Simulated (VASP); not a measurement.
# In (Fd-3m) in VASP: further runs

Runs on In. Level: PBE. Tasks: single point.

Program: VASP 6.6.1. These are calculated values, not measurements. Logs are shortened: lines on timing, memory, paths and dates and some standing lists are left out, and cuts for length are marked.

### 1 The cell of the first run

It takes space group Fd-3m (No. 227, cubic). The conventional cell has a = 5.524 Å, b = 5.524 Å, c = 5.524 Å, α = 90.00°, β = 90.00°, γ = 90.00°. In (site symmetry -43m) has 4 In at 2.39 Å within 3.2 Å.

### 2 Single point, PBE (volume scaled by 0.55)

INCAR reads:

```
PREC = Accurate ; ENCUT = 520
EDIFF = 1E-6 ; ISMEAR = -1
SIGMA = 0.1 ; LREAL = False
LASPH = True ; NELM = 100
ALGO = Normal ; ISIF = 2
LWAVE = False ; LCHARG = False
GGA = PE ; NBANDS = 20
```

KPOINTS reads:

```
regular mesh
0
Gamma
  11 11 11
```

POSCAR reads:

```
In
1.0
    0.0000000000      2.7618798146      2.7618798146
    2.7618798146      0.0000000000      2.7618798146
    2.7618798146      2.7618798146      0.0000000000
In
2
Direct
   -0.1250000000     -0.1250000000     -0.1250000000
    0.1250000000      0.1250000000      0.1250000000
```

Potentials or basis: VASP PAW PBE potentials, release 64 (In_d).

Started as:

```sh
cat potpaw_PBE.64/In_d/POTCAR > POTCAR
mpirun -np 1 vasp_std > vasp.out
```

OUTCAR:

```text
PREC = Accurate
   ENCUT = 520
   EDIFF = 1E-6
   ISMEAR = -1
   LREAL = False
   LASPH = True
   NELM = 100
   ISIF = 2
   GGA = PE

 ion  position               nearest neighbor table
   1  0.875  0.875  0.875-   2 2.39   2 2.39   2 2.39   2 2.39
   2  0.125  0.125  0.125-   1 2.39   1 2.39   1 2.39   1 2.39

  LATTYP: Found a face centered cubic cell.
 ALAT       =     5.5237596292

  Lattice vectors:

 A1 = (   0.0000000000,   2.7618798146,   2.7618798146)
 A2 = (   2.7618798146,   0.0000000000,   2.7618798146)
 A3 = (   2.7618798146,   2.7618798146,   0.0000000000)

Analysis of symmetry for initial positions (statically):
=====================================================================
 Subroutine PRICEL returns:
 Original cell was already a primitive cell.

 Routine SETGRP: Setting up the symmetry group for a
 face centered cubic supercell.

 Subroutine GETGRP returns: Found 48 space group operations
 (whereof 12 operations were pure point group operations)
 out of a pool of 48 trial point group operations.

The static configuration has the point symmetry D_3d.
 The point group associated with its full space group is O_h .

Analysis of symmetry for dynamics (positions and initial velocities):
=====================================================================
 Subroutine PRICEL returns:
 Original cell was already a primitive cell.

 Routine SETGRP: Setting up the symmetry group for a
 face centered cubic supercell.

 Subroutine GETGRP returns: Found 48 space group operations
 (whereof 12 operations were pure point group operations)
 out of a pool of 48 trial point group operations.

The dynamic configuration has the point symmetry D_3d.
 The point group associated with its full space group is O_h .

 Subroutine INISYM returns: Found 48 space group operations
 (whereof 12 operations are pure point group operations),
 and found     1 'primitive' translations

----------------------------------------------------------------------------------------

                                     Primitive cell

  volume of cell :      42.1351

  direct lattice vectors                    reciprocal lattice vectors
     0.000000000  2.761879815  2.761879815    -0.181036118  0.181036118  0.181036118
     2.761879815  0.000000000  2.761879815     0.181036118 -0.181036118  0.181036118
     2.761879815  2.761879815  0.000000000     0.181036118  0.181036118 -0.181036118

  length of vectors
     3.905887891  3.905887891  3.905887891     0.313563754  0.313563754  0.313563754

  position of ions in fractional coordinates (direct lattice)
     0.875000000  0.875000000  0.875000000
     0.125000000  0.125000000  0.125000000

  ion indices of the primitive-cell ions
   primitive index   ion index
                 1           1
                 2           2

----------------------------------------------------------------------------------------

 KPOINTS: regular mesh

Automatic generation of k-mesh.
 Grid dimensions read from file:
 generate k-points for:   11   11   11

 Generating k-lattice:

  Cartesian coordinates                     Fractional coordinates (reciprocal lattice)
    -0.016457829  0.016457829  0.016457829     0.090909091  0.000000000  0.000000000
     0.016457829 -0.016457829  0.016457829     0.000000000  0.090909091  0.000000000
     0.016457829  0.016457829 -0.016457829     0.000000000  0.000000000  0.090909091

  Length of vectors
     0.028505796  0.028505796  0.028505796

  Shift w.r.t. Gamma in fractional coordinates (k-lattice)
     0.000000000  0.000000000  0.000000000

 Subroutine IBZKPT returns following result:
 ===========================================

 Found     56 irreducible k-points:

 Following reciprocal coordinates:
            Coordinates               Weight
  0.000000  0.000000  0.000000      1.000000
  0.090909  0.000000  0.000000      8.000000
  0.181818  0.000000  0.000000      8.000000
  0.272727  0.000000  0.000000      8.000000
  0.363636  0.000000  0.000000      8.000000
  0.454545  0.000000  0.000000      8.000000
[... 16 lines left out ...]
 -0.272727  0.181818  0.000000     24.000000
 -0.181818  0.181818  0.000000     12.000000
 [... further k-points ...]
   k-points           NKPTS =     56   k-points in BZ     NKDIM =     56   number of bands    NBANDS=     20
   number of dos      NEDOS =    301   number of ions     NIONS =      2
   total plane-waves  NPLWV =  27000
   dimension x,y,z NGX =    30 NGY =   30 NGZ =   30
   dimension x,y,z NGXF=    60 NGYF=   60 NGZF=   60
   ions per type =               2
   NGX,Y,Z   is equivalent  to a cutoff of  12.77, 12.77, 12.77 a.u.
   NGXF,Y,Z  is equivalent  to a cutoff of  25.54, 25.54, 25.54 a.u.
 SYSTEM =  unknown system
   PREC   = accura    normal or accurate (medium, high low for compatibility)
   ISTART =      0    job   : 0-new  1-cont  2-samecut
   ICHARG =      2    charge: 1-file 2-atom 10-const
   ISPIN  =      1    spin polarized calculation?
   LNONCOLLINEAR =      F non collinear calculations
   LSORBIT =      F    spin-orbit coupling
   LASPH  =      T    aspherical Exc in radial PAW
   ENCUT  =  520.0 eV  38.22 Ry    6.18 a.u.   7.26  7.26  7.26*2*pi/ulx,y,z
   NELM   =    100;   NELMIN=  2; NELMDL= -5     # of ELM steps
   EDIFF  = 0.1E-05   stopping-criterion for ELM
   LREAL  =      F    real-space projection
   EDIFFG = 0.1E-04   stopping-criterion for IOM
   NSW    =      0    number of steps for IOM
   IBRION =     -1    ionic relax: 0-MD 1-quasi-New 2-CG
   NFREE  =      0    steps in history (QN), initial steepest desc. (CG)
   ISIF   =      2    stress and relaxation
   ISYM   =      2    0-nonsym 1-usesym 2-fastsym
   POTIM  = 0.5000    time-step for ionic-motion
   TEBEG  =    0.0;   TEEND  =   0.0 temperature during run
   PSTRESS=    0.0 pullay stress
   NELECT =      26.0000    total number of electrons
   NUPDOWN=      -1.0000    fix difference up-down
   EMIN   =  10.00;   EMAX   =-10.00  energy-range for DOS
   EFERMI =   0.00;   METHOD = LEGACY
   ISMEAR =    -1;   SIGMA  =   0.10  broadening in eV -4-tet -1-fermi 0-gaus
   EFERMI_NEDOS =   21; number of points for ismear=-14 and -15
   IALGO  =     38    algorithm
   IMIX   =      4    mixing-type and parameters
     AMIX     =   0.40;   BMIX     =  1.00
     AMIX_MAG =   1.60;   BMIX_MAG =  1.00
  volume/ion in A,a.u.               =      21.07       142.17
  Fermi-wavevector in a.u.,A,eV,Ry     =   1.393749  2.633803 26.429803  1.942536
  Thomas-Fermi vector in A             =   2.517365
   LORBIT       =      0    0 simple, 1 ext, 2 COOP (PROOUT), +10 PAW based schemes
   GGA     = PE    functional components
   LHFCALC =     F    Hartree Fock is set to
   AEXX    =    0.0000 exact exchange contribution
   IVDW    =     0    specifies the selected vdW correction
   LEPSILON=     F    determine dielectric tensor
   LRPA    =     F    only Hartree local field effects (RPA)
 non-spin polarized calculation
  energy-cutoff  :      520.00
  volume of cell :       42.14
 maximum number of plane-waves:      1147
 NGX is ok and might be reduce to    30
   NGX = 15   NGY = 15   NGZ = 15

 number of electron      25.9999994 magnetization

 Free energy of the ion-electron system (eV)
  ---------------------------------------------------
  ext. energy  EPLUGINS =         0.00000000
  ---------------------------------------------------
  free energy    TOTEN  =        -0.94100745 eV

  energy without entropy =       -0.90479768  energy(sigma->0) =       -0.92290256

 E-fermi :   9.7768     XC(G=0): -11.0498

 val. band max:        9.7434442547   @ k =   0.3636   0.2727   0.0000
 cond. band min:       9.8227474538   @ k =  -0.4545   0.2727   0.0000
 fundamental gap:      0.0793031991
 Fermi energy:         9.7768468056

 k-point     1 :       0.0000    0.0000    0.0000
  band No.  band energies     occupation
      1      -6.3637      2.00000
      2      -6.3637      2.00000
      3      -6.3637      2.00000
      4      -6.2413      2.00000
      5      -6.2413      2.00000
      6      -4.8490      2.00000
[... 12 lines left out ...]
     19      17.5985      0.00000
     20      20.3010      0.00000

 k-point     2 :       0.0909    0.0000    0.0000
  band No.  band energies     occupation
      1      -6.4131      2.00000
      2      -6.4131      2.00000
      3      -6.3592      2.00000
      4      -6.1759      2.00000
      5      -6.1759      2.00000
      6      -4.8708      2.00000
[... 12 lines left out ...]
     19      18.5402      0.00000
     20      19.9255      0.00000

 k-point     3 :       0.1818    0.0000    0.0000
  band No.  band energies     occupation
      1      -6.4698      2.00000
      2      -6.4698      2.00000
      3      -6.3476      2.00000
      4      -6.0803      2.00000
      5      -6.0803      2.00000
      6      -4.9286      2.00000
[... 12 lines left out ...]
     19      19.2638      0.00000
     20      19.6225      0.00000

 k-point     4 :       0.2727    0.0000    0.0000
  band No.  band energies     occupation
      1      -6.4984      2.00000
      2      -6.4984      2.00000
      3      -6.3336      2.00000
      4      -6.0123      2.00000
      5      -6.0123      2.00000
      6      -5.0035      2.00000
[... 12 lines left out ...]
     19      20.2133      0.00000
     20      20.2136      0.00000

 k-point     5 :       0.3636    0.0000    0.0000
  band No.  band energies     occupation
      1      -6.5024      2.00000
      2      -6.5024      2.00000
      3      -6.3217      2.00000
      4      -5.9865      2.00000
      5      -5.9865      2.00000
      6      -5.0719      2.00000
[... 12 lines left out ...]
     19      21.4265      0.00000
     20      21.4265      0.00000
[... 353 lines left out ...]
      6      -5.3456      2.00000
[... 12 lines left out ...]
     19      20.8450      0.00000
     20      22.5975      0.00000

 k-point    22 :      -0.3636    0.1818    0.0000
  band No.  band energies     occupation
      1      -6.6227      2.00000
      2      -6.5660      2.00000
      3      -6.1688      2.00000
      4      -5.9196      2.00000
      5      -5.7653      2.00000
      6      -5.2621      2.00000
[... 12 lines left out ...]
     19      21.0205      0.00000
     20      21.4591      0.00000

 k-point    23 :      -0.2727    0.1818    0.0000
  band No.  band energies     occupation
      1      -6.5828      2.00000
      2      -6.5747      2.00000
      3      -6.1917      2.00000
      4      -6.0023      2.00000
      5      -5.7724      2.00000
      6      -5.1849      2.00000
[... 12 lines left out ...]
     19      19.6115      0.00000
     20      21.4730      0.00000

 k-point    24 :      -0.1818    0.1818    0.0000
  band No.  band energies     occupation
      1      -6.5735      2.00000
      2      -6.5065      2.00000
      3      -6.2749      2.00000
      4      -6.0439      2.00000
      5      -5.8538      2.00000
      6      -5.1133      2.00000
[... 12 lines left out ...]
     19      18.9012      0.00000
     20      21.3643      0.00000

 [... further k-points ...]
[... 5 lines left out ...]
  --------------------------------------------------------------------------------------
  -------------------------------------------------------------------------------------
  Total       15.6313214     15.6313214     15.6313214      0.0000000     -0.0000000      0.0000000
  in kB      594.3769401    594.3769401    594.3769401      0.0000000     -0.0000000      0.0000000
  external PRESSURE =     594.3769401 kB  Pullay stress =       0.0000000 kB

 VOLUME and BASIS-vectors are now :
 -----------------------------------------------------------------------------
  energy-cutoff  :      520.00
  volume of cell :       42.14
      direct lattice vectors                 reciprocal lattice vectors
     0.000000000  2.761879815  2.761879815    -0.181036118  0.181036118  0.181036118
     2.761879815  0.000000000  2.761879815     0.181036118 -0.181036118  0.181036118
     2.761879815  2.761879815  0.000000000     0.181036118  0.181036118 -0.181036118

 POSITION                                       TOTAL-FORCE (eV/Angst)
 -----------------------------------------------------------------------------------
      4.83329      4.83329      4.83329         0.000000      0.000000     -0.000000
      0.69047      0.69047      0.69047        -0.000000     -0.000000      0.000000
 -----------------------------------------------------------------------------------
    total drift:                               -0.000000      0.000000      0.000000

  FREE ENERGIE OF THE ION-ELECTRON SYSTEM (eV)
  ---------------------------------------------------
  free  energy   TOTEN  =        -0.9410074513 eV

  energy  without entropy=       -0.9047976753  energy(sigma->0) =       -0.92290256
```

Wall time 74 s (1 thread of AMD EPYC 7R43 (Zen 3), shared host); peak memory 0.15 GiB.

What came out:

```yaml
Free_energy: -0.9410 eV
Pressure: 59.4 GPa
Band_gap_on_the_k_mesh: zero (band 13 reaches 14.36 eV, above the bottom of band 14 at 7.89 eV)
```

Caveat: spin-orbit coupling is left out, which moves the levels of the heavy elements.

### 3 Single point, PBE (volume scaled by 0.55)

INCAR reads:

```
SYSTEM = In
PREC = Accurate
ENCUT = 520
EDIFF = 1E-7
ISMEAR = -1
SIGMA = 0.1
LREAL = .False.
LASPH = .True.
NELM = 100
ALGO = Normal
ISIF = 2
LWAVE = .False.
LCHARG = .True.
GGA = PE
LELF = .True.
LVHAR = .True.
NBANDS = 20
```

KPOINTS reads:

```
regular mesh
0
Gamma
  11 11 11
  0 0 0
```

POSCAR is that of step 2.

Potentials or basis: VASP PAW PBE potentials, release 64 (In_d).

Started as:

```sh
cat potpaw_PBE.64/In_d/POTCAR > POTCAR
mpirun -np 1 vasp_std > vasp.out
```

Run time: 71 s. Hardware: 1 thread of AMD EPYC 7R43 (Zen 3), shared host; peak memory 0.15 GiB.

Results (log left out):

| Quantity | Value |
| --- | --- |
| Free energy | -0.9410 eV |
| Pressure | 59.5 GPa |
| Band gap on the k mesh | zero (band 13 reaches 14.36 eV, above the bottom of band 14 at 7.89 eV) |

Levels at points of the mesh, in eV from the Fermi level:
```csv
k point,band 9,band 10,band 11,band 12,band 13,band 14,band 15,band 16,band 17,band 18
"(0.00, 0.00, 0.00)",-14.26,-14.26,-11.32,4.58,4.58,4.58,5.75,5.75,5.75,7.39
```

Caveat: spin-orbit coupling is left out, which moves the levels of the heavy elements.

### 4 Single point, PBE (volume scaled by 0.65)

INCAR: that of step 3 with these lines changed.

```diff
@@ -3,3 +3,3 @@
 ENCUT = 520
-EDIFF = 1E-7
+EDIFF = 1E-6
 ISMEAR = -1
@@ -8,3 +8,3 @@
 LASPH = .True.
-NELM = 100
+NELM = 60
 ALGO = Normal
```

KPOINTS reads:

```
Automatic mesh
0
Gamma
  11 11 11
  0 0 0
```

POSCAR reads:

```
In
1.0
    0.0000000000      2.9200368469      2.9200368469
    2.9200368469      0.0000000000      2.9200368469
    2.9200368469      2.9200368469      0.0000000000
In
2
Direct
   -0.1250000000     -0.1250000000     -0.1250000000
    0.1250000000      0.1250000000      0.1250000000
```

Started as:

```sh
cat potpaw_PBE.64/In_d/POTCAR > POTCAR
mpirun -np 1 vasp_std > vasp.out
```

It took 71 s on 1 thread of AMD EPYC 7R43 (Zen 3), shared host; peak memory 0.16 GiB.

Results (log left out):

```yaml
Free_energy: -2.9465 eV
Pressure: 28.2 GPa
Band_gap_on_the_k_mesh: zero (band 13 reaches 11.33 eV, above the bottom of band 14 at 6.11 eV)
```

Levels at points of the mesh, in eV from the Fermi level:
```
           k point  band 9  band 10  band 11  band 12  band 13  band 14  band 15  band 16  band 17  band 18
(0.00, 0.00, 0.00)  -14.10   -14.10   -10.09     3.75     3.75     3.75     5.17     5.17     5.17     5.89
```

Caveat: spin-orbit coupling is left out, which moves the levels of the heavy elements.

(Continued in part 2 of 2.)
